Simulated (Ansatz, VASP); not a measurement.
One calculation of BP, two programs

```
B P
1.0
     0.00000    2.31350    2.31350
     2.31350    0.00000    2.31350
     2.31350    2.31350    0.00000
B P
1 1
Direct
  0.00000 0.00000 0.00000
  0.25000 0.25000 0.25000
```

Change from the starting cell: volume scaled by 1.06, ions relaxed.

Alike in both runs: functional PBE; k mesh 16 × 16 × 16; occupations fermi-dirac, width 0.02 eV; no spin polarisation.

Ansatz relaxed the structure, and its values are those at the end. VASP's run is a single point on that final structure, the one shown.

|  | VASP | Ansatz |
| --- | --- | --- |
| version | VASP 6.6.1 | Ansatz 0.2.0 |
| potentials or method | VASP PAW PBE potentials, release 64 (B, P) | plane-wave PAW, scalar-relativistic |
| plane-wave cutoff (eV) | 520 | 420 |
| valence electrons in the cell | 8 | 8 |

Ansatz gave:

- gap on the k mesh at the Fermi level (eV): 1.34
- pressure (GPa): -7.5

What did VASP give for the same quantities?

gap on the k mesh at the Fermi level (eV): 1.34; pressure (GPa): -7.7.

Ansatz's warnings: stress scf threshold loose.
